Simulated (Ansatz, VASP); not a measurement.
**SiNi2: VASP beside Ansatz**

```
CELL_PARAMETERS angstrom
3.83600 0.00000 0.00000
-1.91800 3.32207 0.00000
0.00000 0.00000 4.94800
ATOMIC_POSITIONS crystal
Ni 0.66667 0.33333 0.75000
Ni 0.33333 0.66667 0.25000
Ni 0.00000 0.00000 0.50000
Ni 0.00000 0.00000 0.00000
Si 0.66667 0.33333 0.25000
Si 0.33333 0.66667 0.75000
```

Alike in both runs: task relaxation of cell and atoms; functional PBEsol; dispersion D4; k mesh 8 × 8 × 6; occupations fermi-dirac, width 0.05 eV; collinear spin.

|  | VASP | Ansatz |
| --- | --- | --- |
| version | VASP 6.6.1 | Ansatz 0.2.0 |
| potentials or method | VASP PAW PBE potentials, release 64 (Ni, Si) | Ansatz PAW |
| plane-wave cutoff (eV) | 600 | 420 |
| valence electrons in the cell | 48 | 80 |

|  | VASP | Ansatz | Ansatz less VASP |
| --- | --- | --- | --- |
| gap on the k mesh at the Fermi level, each at its own relaxed structure (eV) | none | none | - |
| net moment per atom (μB) | 0.00 | 0.00 | 0.000 |
| relaxed volume (Å³/atom) | 10.44 | 10.44 | -0.005 |
| relaxed length of the cell vector where the two differ most in proportion (Å) | 3.851 | 3.849 | -0.0015 |

VASP's potentials were made for PBE, not for PBEsol. A gap of «none» marks a metal or a gap that the smearing closes. VASP's potentials hold 48 valence electrons a cell and Ansatz's 80, so a difference there can come from the potentials and not from the codes.

Noted on Ansatz's run: the plane-wave basis is chosen anew once the cell has moved, so the energies of steps on either side of that aren't comparable.
